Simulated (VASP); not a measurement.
# GaCuSe2 (R-3m) in VASP: further runs

The runs below take GaCuSe2 through single point, with r2SCAN.

Program: VASP 6.6.1. These are calculated values, not measurements. Logs are shortened: lines on timing, memory, paths and dates and some standing lists are left out, and cuts for length are marked.

### 1 The cell of the first run

Symmetry: R-3m, No. 166, trigonal system. The conventional cell has a = 3.717 Å, b = 3.717 Å, c = 18.221 Å, α = 90.00°, β = 90.00°, γ = 120.00°. Within 3.4 Å of Cu (site symmetry -3m) lie 6 Se at 2.61 Å. Within 3.5 Å of Ga (site symmetry -3m) lie 6 Se at 2.64 Å. Within 3.4 Å of Se (site symmetry 3m) lie 3 Cu at 2.61 Å and 3 Ga at 2.64 Å.

### 2 Single point, r2SCAN

File POSCAR:

```
GaCuSe2
1.0
    1.8586133380      1.0730709111      6.0736082042
   -1.8586133380      1.0730709111      6.0736082042
    0.0000000000     -2.1461418219      6.0736082042
Cu Ga Se
1 1 2
Direct
    1.0000000000      0.0000000000      0.0000000000
    0.5000000000      0.5000000000      0.5000000000
    0.2513530216      0.2513530216      0.2513530216
    0.7486469784      0.7486469784      0.7486469784
```

File INCAR.step1:

```
PREC = Accurate
ENCUT = 520
ISMEAR = -1
SIGMA = 0.02
LREAL = F
LASPH = T
NELM = 100
NBANDS = 26
GGA = PE
ALGO = Normal
EDIFF = 1E-4
LWAVE = T
LCHARG = F
```

File INCAR.step2:

```
PREC = Accurate
ENCUT = 520
EDIFF = 1E-6
ISMEAR = -1
SIGMA = 0.02
LREAL = F
LASPH = T
NELM = 100
ALGO = Normal
ISIF = 2
LWAVE = F
LCHARG = T
METAGGA = R2SCAN
LMIXTAU = T
LELF = T
LVHAR = T
NBANDS = 26
ISTART = 1
```

File KPOINTS:

```
regular mesh
0
Gamma
  6 6 6
```

Potentials or basis: VASP PAW PBE potentials, release 64 (Cu, Ga_d, Se).

Launch:

```bash
$ cat potpaw_PBE.64/Cu/POTCAR potpaw_PBE.64/Ga_d/POTCAR potpaw_PBE.64/Se/POTCAR > POTCAR
$ cp INCAR.step1 INCAR
$ mpirun -np 1 vasp_std > vasp.out
$ cp INCAR.step2 INCAR
$ mpirun -np 1 vasp_std > vasp.out
```

OUTCAR:

```text
PREC = Accurate
   ENCUT = 520
   EDIFF = 1E-6
   ISMEAR = -1
   LREAL = F
   LASPH = T
   NELM = 100
   ISIF = 2
   METAGGA = R2SCAN
   ISTART = 1

 ion  position               nearest neighbor table
   1  0.000  0.000  0.000-   3 2.61   4 2.61   3 2.61   3 2.61   4 2.61   4 2.61
   2  0.500  0.500  0.500-   4 2.64   3 2.64   4 2.64   4 2.64   3 2.64   3 2.64
   3  0.251  0.251  0.251-   1 2.61   1 2.61   1 2.61   2 2.64   2 2.64   2 2.64
   4  0.749  0.749  0.749-   1 2.61   1 2.61   1 2.61   2 2.64   2 2.64   2 2.64

  LATTYP: Found a trigonal (rhomboedric) cell.
 ALAT       =     6.4416334371
 COS(alpha) =     0.8334992939

  Lattice vectors:

 A1 = (   1.8586133380,   1.0730709111,   6.0736082042)
 A2 = (  -1.8586133380,   1.0730709111,   6.0736082042)
 A3 = (   0.0000000000,  -2.1461418219,   6.0736082042)

Analysis of symmetry for initial positions (statically):
=====================================================================
 Subroutine PRICEL returns:
 Original cell was already a primitive cell.

 Routine SETGRP: Setting up the symmetry group for a
 trigonal (rhombohedral) supercell.

 Subroutine GETGRP returns: Found 12 space group operations
 (whereof 12 operations were pure point group operations)
 out of a pool of 12 trial point group operations.

The static configuration has the point symmetry D_3d.

Analysis of symmetry for dynamics (positions and initial velocities):
=====================================================================
 Subroutine PRICEL returns:
 Original cell was already a primitive cell.

 Routine SETGRP: Setting up the symmetry group for a
 trigonal (rhombohedral) supercell.

 Subroutine GETGRP returns: Found 12 space group operations
 (whereof 12 operations were pure point group operations)
 out of a pool of 12 trial point group operations.

The dynamic configuration has the point symmetry D_3d.

 Subroutine INISYM returns: Found 12 space group operations
 (whereof 12 operations are pure point group operations),
 and found     1 'primitive' translations

----------------------------------------------------------------------------------------

                                     Primitive cell

  volume of cell :      72.6801

  direct lattice vectors                    reciprocal lattice vectors
     1.858613338  1.073070911  6.073608204     0.269017762  0.155317477  0.054882258
    -1.858613338  1.073070911  6.073608204    -0.269017762  0.155317477  0.054882258
     0.000000000 -2.146141822  6.073608204     0.000000000 -0.310634954  0.054882258

  length of vectors
     6.441633437  6.441633437  6.441633437     0.315445934  0.315445934  0.315445934

  position of ions in fractional coordinates (direct lattice)
     0.000000000  0.000000000  0.000000000
     0.500000000  0.500000000  0.500000000
     0.251353022  0.251353022  0.251353022
     0.748646978  0.748646978  0.748646978

  ion indices of the primitive-cell ions
   primitive index   ion index
                 1           1
                 2           2
                 3           3
                 4           4

----------------------------------------------------------------------------------------

 KPOINTS: regular mesh

Automatic generation of k-mesh.
 Grid dimensions read from file:
 generate k-points for:    6    6    6

 Generating k-lattice:

  Cartesian coordinates                     Fractional coordinates (reciprocal lattice)
     0.044836294  0.025886246  0.009147043     0.166666667 -0.000000000 -0.000000000
    -0.044836294  0.025886246  0.009147043    -0.000000000  0.166666667 -0.000000000
     0.000000000 -0.051772492  0.009147043    -0.000000000 -0.000000000  0.166666667

  Length of vectors
     0.052574322  0.052574322  0.052574322

  Shift w.r.t. Gamma in fractional coordinates (k-lattice)
     0.000000000  0.000000000  0.000000000

 Subroutine IBZKPT returns following result:
 ===========================================

 Found     32 irreducible k-points:

 Following reciprocal coordinates:
            Coordinates               Weight
  0.000000  0.000000  0.000000      1.000000
  0.166667  0.000000  0.000000      6.000000
  0.333333  0.000000  0.000000      6.000000
  0.500000  0.000000  0.000000      3.000000
  0.166667  0.166667  0.000000      6.000000
  0.333333  0.166667  0.000000     12.000000
[... 16 lines left out ...]
  0.500000  0.500000  0.166667      6.000000
 -0.333333  0.500000  0.166667     12.000000
 [... further k-points ...]
   k-points           NKPTS =     32   k-points in BZ     NKDIM =     32   number of bands    NBANDS=     26
   number of dos      NEDOS =    301   number of ions     NIONS =      4
   total plane-waves  NPLWV = 110592
   dimension x,y,z NGX =    48 NGY =   48 NGZ =   48
   dimension x,y,z NGXF=    96 NGYF=   96 NGZF=   96
   ions per type =               1   1   2
   NGX,Y,Z   is equivalent  to a cutoff of  12.39, 12.39, 12.39 a.u.
   NGXF,Y,Z  is equivalent  to a cutoff of  24.78, 24.78, 24.78 a.u.
 SYSTEM =  unknown system
   PREC   = accura    normal or accurate (medium, high low for compatibility)
   ISTART =      1    job   : 0-new  1-cont  2-samecut
   ICHARG =      0    charge: 1-file 2-atom 10-const
   ISPIN  =      1    spin polarized calculation?
   LNONCOLLINEAR =      F non collinear calculations
   LSORBIT =      F    spin-orbit coupling
   LASPH  =      T    aspherical Exc in radial PAW
   ENCUT  =  520.0 eV  38.22 Ry    6.18 a.u.  11.98 11.98 11.98*2*pi/ulx,y,z
   NELM   =    100;   NELMIN=  2; NELMDL=  0     # of ELM steps
   EDIFF  = 0.1E-05   stopping-criterion for ELM
   LREAL  =      F    real-space projection
   EDIFFG = 0.1E-04   stopping-criterion for IOM
   NSW    =      0    number of steps for IOM
   IBRION =     -1    ionic relax: 0-MD 1-quasi-New 2-CG
   NFREE  =      0    steps in history (QN), initial steepest desc. (CG)
   ISIF   =      2    stress and relaxation
   ISYM   =      2    0-nonsym 1-usesym 2-fastsym
   POTIM  = 0.5000    time-step for ionic-motion
   TEBEG  =    0.0;   TEEND  =   0.0 temperature during run
   PSTRESS=    0.0 pullay stress
   NELECT =      36.0000    total number of electrons
   NUPDOWN=      -1.0000    fix difference up-down
   EMIN   =  10.00;   EMAX   =-10.00  energy-range for DOS
   EFERMI =   0.00;   METHOD = LEGACY
   ISMEAR =    -1;   SIGMA  =   0.02  broadening in eV -4-tet -1-fermi 0-gaus
   EFERMI_NEDOS =   21; number of points for ismear=-14 and -15
   IALGO  =     38    algorithm
   IMIX   =      4    mixing-type and parameters
     AMIX     =   0.40;   BMIX     =  1.00
     AMIX_MAG =   1.60;   BMIX_MAG =  1.00
  volume/ion in A,a.u.               =      18.17       122.62
  Fermi-wavevector in a.u.,A,eV,Ry     =   1.295300  2.447763 22.827897  1.677803
  Thomas-Fermi vector in A             =   2.426829
   LORBIT       =      0    0 simple, 1 ext, 2 COOP (PROOUT), +10 PAW based schemes
   METAGGA = R2SCAN    functional components
   LHFCALC =     F    Hartree Fock is set to
   AEXX    =    0.0000 exact exchange contribution
   IVDW    =     0    specifies the selected vdW correction
   LEPSILON=     F    determine dielectric tensor
   LRPA    =     F    only Hartree local field effects (RPA)
 non-spin polarized calculation
  energy-cutoff  :      520.00
  volume of cell :       72.68
 maximum number of plane-waves:      1977
   NGX = 23   NGY = 23   NGZ = 23

 number of electron      36.0000001 magnetization

 Free energy of the ion-electron system (eV)
  ---------------------------------------------------
  ext. energy  EPLUGINS =         0.00000000
  ---------------------------------------------------
  free energy    TOTEN  =       -52.13258498 eV

  energy without entropy =      -52.12903375  energy(sigma->0) =      -52.13080937

 E-fermi :   5.3333     XC(G=0): -11.4554

 val. band max:        5.3214658792   @ k =   0.5000   0.5000   0.3333
 cond. band min:       5.3622009923   @ k =   0.5000   0.5000   0.0000
 fundamental gap:      0.0407351130
 Fermi energy:         5.3333461589

 k-point     1 :       0.0000    0.0000    0.0000
  band No.  band energies     occupation
      1     -10.1748      2.00000
      2     -10.1748      2.00000
      3     -10.1287      2.00000
      4     -10.1067      2.00000
      5     -10.1067      2.00000
      6      -9.9987      2.00000
[... 18 lines left out ...]
     25      13.9703      0.00000
     26      13.9814      0.00000

 k-point     2 :       0.1667    0.0000    0.0000
  band No.  band energies     occupation
      1     -10.2427      2.00000
      2     -10.1690      2.00000
      3     -10.1211      2.00000
      4     -10.1121      2.00000
      5     -10.1031      2.00000
      6      -9.6993      2.00000
[... 18 lines left out ...]
     25      13.9508      0.00000
     26      14.2659      0.00000

 k-point     3 :       0.3333    0.0000    0.0000
  band No.  band energies     occupation
      1     -10.3569      2.00000
      2     -10.1629      2.00000
      3     -10.1269      2.00000
      4     -10.1003      2.00000
      5     -10.0901      2.00000
      6      -8.9049      2.00000
[... 18 lines left out ...]
     25      14.0513      0.00000
     26      14.8349      0.00000

 k-point     4 :       0.5000    0.0000    0.0000
  band No.  band energies     occupation
      1     -10.4036      2.00000
      2     -10.1622      2.00000
      3     -10.1315      2.00000
      4     -10.0927      2.00000
      5     -10.0811      2.00000
      6      -8.2182      2.00000
[... 18 lines left out ...]
     25      14.1476      0.00000
     26      14.3674      0.00000

 k-point     5 :       0.1667    0.1667    0.0000
  band No.  band energies     occupation
      1     -10.2382      2.00000
      2     -10.1690      2.00000
      3     -10.1208      2.00000
      4     -10.1126      2.00000
      5     -10.1031      2.00000
      6      -9.6837      2.00000
[... 18 lines left out ...]
     25      13.4233      0.00000
     26      14.3391      0.00000

 k-point     6 :       0.3333    0.1667    0.0000
  band No.  band energies     occupation
      1     -10.3088      2.00000
      2     -10.1897      2.00000
      3     -10.1176      2.00000
      4     -10.1112      2.00000
      5     -10.0940      2.00000
      6      -9.1070      2.00000
[... 427 lines left out ...]
 k-point    21 :      -0.3333    0.3333    0.1667
  band No.  band energies     occupation
      1     -10.3663      2.00000
      2     -10.2076      2.00000
      3     -10.1219      2.00000
      4     -10.0977      2.00000
      5     -10.0880      2.00000
      6      -8.1738      2.00000
[... 18 lines left out ...]
     25      14.6665      0.00000
     26      15.3193      0.00000

 k-point    22 :      -0.1667    0.3333    0.1667
  band No.  band energies     occupation
      1     -10.3583      2.00000
      2     -10.2099      2.00000
      3     -10.1218      2.00000
      4     -10.0978      2.00000
      5     -10.0885      2.00000
      6      -8.3769      2.00000
[... 18 lines left out ...]
     25      14.0485      0.00000
     26      15.5930      0.00000

 k-point    23 :       0.5000    0.5000    0.1667
  band No.  band energies     occupation
      1     -10.3573      2.00000
      2     -10.1627      2.00000
      3     -10.1272      2.00000
      4     -10.0997      2.00000
      5     -10.0901      2.00000
      6      -8.7191      2.00000
[... 18 lines left out ...]
     25      15.3390      0.00000
     26      15.7946      0.00000

 k-point    24 :      -0.3333    0.5000    0.1667
  band No.  band energies     occupation
      1     -10.3639      2.00000
      2     -10.2084      2.00000
      3     -10.1219      2.00000
      4     -10.0977      2.00000
      5     -10.0880      2.00000
      6      -8.2213      2.00000
[... 18 lines left out ...]
     25      14.9153      0.00000
     26      15.2701      0.00000

 [... further k-points ...]

------------------------ aborting loop because EDIFF is reached ----------------------------------------

  FORCE on cell =-STRESS in cart. coord.  units (eV):
  Direction    XX          YY          ZZ          XY          YZ          ZX
  --------------------------------------------------------------------------------------
  -------------------------------------------------------------------------------------
  Total        0.0726376      0.0726376     -0.1370767      0.0000000     -0.0000000      0.0000000
  in kB        1.6012397      1.6012397     -3.0217515      0.0000000     -0.0000000      0.0000000
  external PRESSURE =       0.0602426 kB  Pullay stress =       0.0000000 kB

 VOLUME and BASIS-vectors are now :
 -----------------------------------------------------------------------------
  energy-cutoff  :      520.00
  volume of cell :       72.68
      direct lattice vectors                 reciprocal lattice vectors
     1.858613338  1.073070911  6.073608204     0.269017762  0.155317477  0.054882258
    -1.858613338  1.073070911  6.073608204    -0.269017762  0.155317477  0.054882258
     0.000000000 -2.146141822  6.073608204     0.000000000 -0.310634954  0.054882258

 POSITION                                       TOTAL-FORCE (eV/Angst)
 -----------------------------------------------------------------------------------
      0.00000      0.00000      0.00000         0.000000     -0.000000     -0.000000
      0.00000      0.00000      9.11041         0.000000     -0.000000     -0.000000
      0.00000      0.00000      4.57986         0.000000     -0.000000     -0.030841
      0.00000      0.00000     13.64097         0.000000      0.000000      0.030841
 -----------------------------------------------------------------------------------
    total drift:                                0.000000      0.000000     -0.000000

  FREE ENERGIE OF THE ION-ELECTRON SYSTEM (eV)
  ---------------------------------------------------
  free  energy   TOTEN  =       -52.1325849802 eV

  energy  without entropy=      -52.1290337517  energy(sigma->0) =      -52.13080937
```

It took 5.9 min on 1 thread of AMD EPYC 9R45 (Zen 5), shared host; peak memory 0.36 GiB.

Results:

| Quantity | Value |
| --- | --- |
| Free energy | -52.1326 eV |
| Pressure | 0.0 GPa |
| Largest force | 0.031 eV/Å |
| Band gap on the k mesh | zero (bands 18 and 19 overlap by 0.31 eV) |

Forces on the atoms (eV/Å):
```
Cu   0.000  0.000  0.000
Ga   0.000  0.000  0.000
Se   0.000  0.000 -0.031
Se   0.000  0.000  0.031
```

Caveat: the PAW data sets were made with another functional, which shifts forces and pressure a little.

### 3 Single point, r2SCAN

POSCAR is that of step 2.

File INCAR.step1:

```
SYSTEM = GaCuSe2
  PREC = Accurate
  ENCUT = 520
  ISMEAR = 0
  SIGMA = 0.5
  LREAL = .FALSE.
  LASPH = .TRUE.
  NELM = 60
  NBANDS = 26
  GGA = PE
  ALGO = Normal
  EDIFF = 1E-4
  LWAVE = .TRUE.
  LCHARG = .FALSE.
```

File INCAR.step2:

```
SYSTEM = GaCuSe2
  PREC = Accurate
  ENCUT = 520
  EDIFF = 1E-6
  ISMEAR = 0
  SIGMA = 0.5
  LREAL = .FALSE.
  LASPH = .TRUE.
  NELM = 60
  ALGO = Normal
  ISIF = 2
  LWAVE = .FALSE.
  LCHARG = .TRUE.
  METAGGA = R2SCAN
  LMIXTAU = .TRUE.
  LELF = .TRUE.
  LVHAR = .TRUE.
  NBANDS = 26
  ISTART = 1
```

File KPOINTS:

```
regular mesh
0
G
  6 6 6
  0 0 0
```

Potentials or basis: VASP PAW PBE potentials, release 64 (Cu, Ga_d, Se).

Launch:

```bash
$ cat potpaw_PBE.64/Cu/POTCAR potpaw_PBE.64/Ga_d/POTCAR potpaw_PBE.64/Se/POTCAR > POTCAR
$ cp INCAR.step1 INCAR
$ mpirun -np 1 vasp_std > vasp.out
$ cp INCAR.step2 INCAR
$ mpirun -np 1 vasp_std > vasp.out
```

Run time: 5.9 min. Hardware: 1 thread of AMD EPYC 9R45 (Zen 5), shared host; peak memory 0.36 GiB.

It converged, with:

- Free energy: -52.2443 eV
- Pressure: 0.4 GPa
- Largest force: 0.071 eV/Å
- Band gap on the k mesh: zero (bands 18 and 19 overlap by 0.31 eV)

Forces on the atoms (eV/Å):
```
Cu   0.000  0.000  0.000
Ga   0.000  0.000  0.000
Se   0.000  0.000  0.071
Se   0.000  0.000 -0.071
```

Stress tensor (GPa, compression positive):
```
0.40 0.00 0.00
0.00 0.40 0.00
0.00 0.00 0.28
```

Levels at points of the mesh, in eV from the Fermi level:
```
           k point  band 15  band 16  band 17  band 18  band 19  band 20  band 21  band 22
(0.00, 0.00, 0.00)    -1.24    -1.22    -0.11    -0.11     0.53     3.13     4.28     4.28
(0.50, 0.00, 0.00)    -2.20    -2.08    -1.34    -1.29     0.33     2.11     6.17     6.37
(0.50, 0.50, 0.00)    -2.24    -2.19    -1.56    -0.07     0.06     3.18     4.43     4.50
(0.50, 0.50, 0.50)    -1.15    -1.15    -0.31    -0.31     2.57     3.43     5.24     5.24
```

Caveat: so wide a smearing shifts energies and pressures; the PAW data sets were made with another functional, which shifts forces and pressure a little. With open d or f shells a metallic result of r2SCAN can be an artefact of self-interaction; +U or a hybrid may open a gap.
